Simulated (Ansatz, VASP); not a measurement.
## Two plane-wave programs on Rh

```
CELL_PARAMETERS angstrom
0.00000 1.87914 1.87914
1.87914 0.00000 1.87914
1.87914 1.87914 0.00000
ATOMIC_POSITIONS crystal
Rh 0.00000 0.00000 0.00000
```

Alike in both runs: functional PBEsol; dispersion D4; k mesh 18 × 18 × 18; occupations gaussian, width 0.1 eV; no spin polarisation.

Ansatz relaxed the structure, and its values are those at the end. VASP's run is a single point on that final structure, the one shown.

```csv
,VASP,Ansatz
version,VASP 6.6.1,Ansatz 0.2.0
potentials or method,"VASP PAW PBE potentials, release 64 (Rh_pv), cutoff 500 eV","scalar-relativistic, plane waves, PAW"
valence electrons in the cell,15,17
```

Ansatz gave:

- gap on the k mesh at the Fermi level (eV): none
- pressure (GPa): 0.0

Question: Estimate VASP's values.

Answer: gap on the k mesh at the Fermi level (eV): none; pressure (GPa): -0.1.

VASP's potentials were made for PBE, not for PBEsol, and Ansatz warns of the same on its side. A gap of «none» marks a metal or a gap that the smearing closes. VASP's potentials hold 15 valence electrons a cell and Ansatz's 17, so a difference there can come from the potentials and not from the codes.
